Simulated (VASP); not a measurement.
## SnSe2: single point with r2SCAN+rVV10

The system is SnSe2.

```
Sn Se
1.0
     3.81100    0.00000    0.00000
    -1.90550    3.30042    0.00000
     0.00000    0.00000    6.07464
Sn Se
1 2
Direct
  0.00000 0.00000 0.00000
  0.66667 0.33333 0.75100
  0.33333 0.66667 0.25552
```

This cell differs from its parent crystal: last atom moved by 0.04 Å along z, cell strained by -1.0% along z.

```yaml
Program: VASP 6.6.1
Task: single point
Functional: r2SCAN
Dispersion: rVV10
Potentials_or_basis: VASP PAW PBE potentials, release 64 (Sn_d, Se)
Cutoff: 620 eV
k_mesh: 8 × 8 × 5
Occupations: gaussian, width 0.03 eV
Spin: no spin polarisation
Tolerance_level: standard
Purpose: forces
Further_INCAR_settings: PREC = Normal; ADDGRID = False; ALGO = Normal; EDIFF = 0.001; NBANDS = 19
```

The pressure is 2.3 GPa, the largest force is 0.672 eV/Å and the band gap on the k mesh is 1.02 eV (least direct gap 1.43 eV).

Forces in eV/Å, atoms in the order of the input:
```
Sn   0.000  0.000  0.329
Se   0.000  0.000 -0.672
Se   0.000  0.000  0.343
```

Stress tensor (GPa, compression positive):
```
1.85 0.00 0.00
0.00 1.85 0.00
0.00 0.00 3.17
```

Levels at points of the mesh, in eV from the valence-band top:
| k point | band 9 | band 10 | band 11 | band 12 | band 13 | band 14 | band 15 | band 16 | band 17 | band 18 |
| --- | --- | --- | --- | --- | --- | --- | --- | --- | --- | --- |
| (0.00, 0.00, 0.00) | -0.80 | -0.80 | -0.46 | -0.46 | 0.00 | 1.43 | 3.38 | 5.00 | 5.00 | 8.79 |
| (0.50, 0.00, 0.00) | -4.61 | -3.07 | -2.83 | -1.31 | -0.36 | 1.38 | 4.21 | 5.76 | 5.82 | 7.82 |

It took 56 s on 1 thread of Intel(R) Xeon(R) 6975P-C (Granite Rapids), with other jobs on the host, peak memory 0.32 GiB.

Caveat: the cell differs from its parent crystal (last atom moved by 0.04 Å along z, cell strained by -1.0% along z); the PAW data sets were made with another functional, which shifts forces and pressure a little; spin-orbit coupling is left out, which moves the levels of the heavy elements; an odd mesh through Γ misses points on the zone boundary, where band edges can lie.
